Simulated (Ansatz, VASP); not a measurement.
Zn: VASP beside Ansatz

```
Zn
1.0
     1.37478    2.38119    0.00000
    -1.37478    2.38119    0.00000
     0.00000    0.00000    9.64915
Zn
4
Direct
  0.00000 0.00000 0.00000
  0.00000 0.00000 0.50000
  0.33333 0.33333 0.75000
  0.66667 0.66667 0.25000
```

Alike in both runs: functional RPBE; k mesh 7 × 7 × 2; occupations fermi-dirac, width 0.0242 eV; no spin polarisation.

Ansatz relaxed the structure, and its values are those at the end. VASP's run is a single point on that final structure, the one shown.

|  | VASP | Ansatz |
| --- | --- | --- |
| version | VASP 6.6.1 | Ansatz 0.2.0 |
| potentials or method | VASP PAW PBE potentials, release 64 (Zn), cutoff 520 eV | PAW plane waves |
| valence electrons in the cell | 48 | 48 |

VASP gave:

- gap on the k mesh at the Fermi level (eV): none
- pressure (GPa): 0.2

Q: Which values does Ansatz return?

A: gap on the k mesh at the Fermi level (eV): none; pressure (GPa): 0.0.

VASP's potentials were made for PBE, not for RPBE. A gap of «none» marks a metal or a gap that the smearing closes. Ansatz's warnings: structure snapped to symmetry.

The k mesh is coarse, so the values compare programs but aren't converged.
